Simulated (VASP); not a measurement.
KF: single point with LDA

KF:

```
K F
1.0
     3.08323    0.00000    0.00000
     0.00000    3.08323    0.00000
     0.00000    0.00000    3.08323
K F
1 1
Direct
  0.99676 0.99676 0.99676
  0.50000 0.50000 0.50000
```

This cell differs from its parent crystal: atom 1 moved by [-0.01, -0.01, -0.01] A.

```yaml
Program: VASP 6.6.1
Task: single point
Functional: LDA
Potentials_or_basis: VASP PAW LDA potentials, release 64 (K_sv, F)
Cutoff: 520 eV
k_mesh: 8 × 8 × 8
Occupations: gaussian, width 0.01 eV
Spin: no spin polarisation
Dipole_correction: no
Further_INCAR_settings: ALGO = Normal; EDIFF = 1e-07; NBANDS = 15
```

| Item | Value |
| --- | --- |
| Pressure | 0.4 GPa |
| Largest force | 0.028 eV/Å |
| Band gap on the k mesh | 7.21 eV, indirect (the least direct gap lies 2.3 meV higher) |

Forces in eV/Å, atoms in the order of the input:
```
K    0.016  0.016  0.016
F   -0.016 -0.016 -0.016
```

Levels at points of the mesh, in eV from the valence-band top:
```csv
k point,band 4,band 5,band 6,band 7,band 8,band 9,band 10,band 11,band 12,band 13
"(0.00, 0.00, 0.00)",-9.19,-9.19,0.00,0.00,0.00,7.21,8.23,8.23,14.90,14.90
"(0.50, 0.00, 0.00)",-8.99,-8.99,-1.54,-0.23,-0.23,9.44,10.25,12.33,13.26,13.27
"(0.50, 0.50, 0.00)",-10.44,-8.85,-0.63,-0.63,0.00,8.71,9.32,12.45,12.45,15.90
"(0.50, 0.50, 0.50)",-10.06,-10.06,-1.42,-1.42,-1.42,11.09,11.09,11.09,16.81,16.81
```

Wall time 17 s on 1 thread of AMD EPYC 7R43 64-Core Processor (Zen 3) (shared host), peak memory 0.11 GiB.

Caveat: the cell differs from its parent crystal (atom 1 moved by [-0.01, -0.01, -0.01] A). A k mesh can miss the band edges.
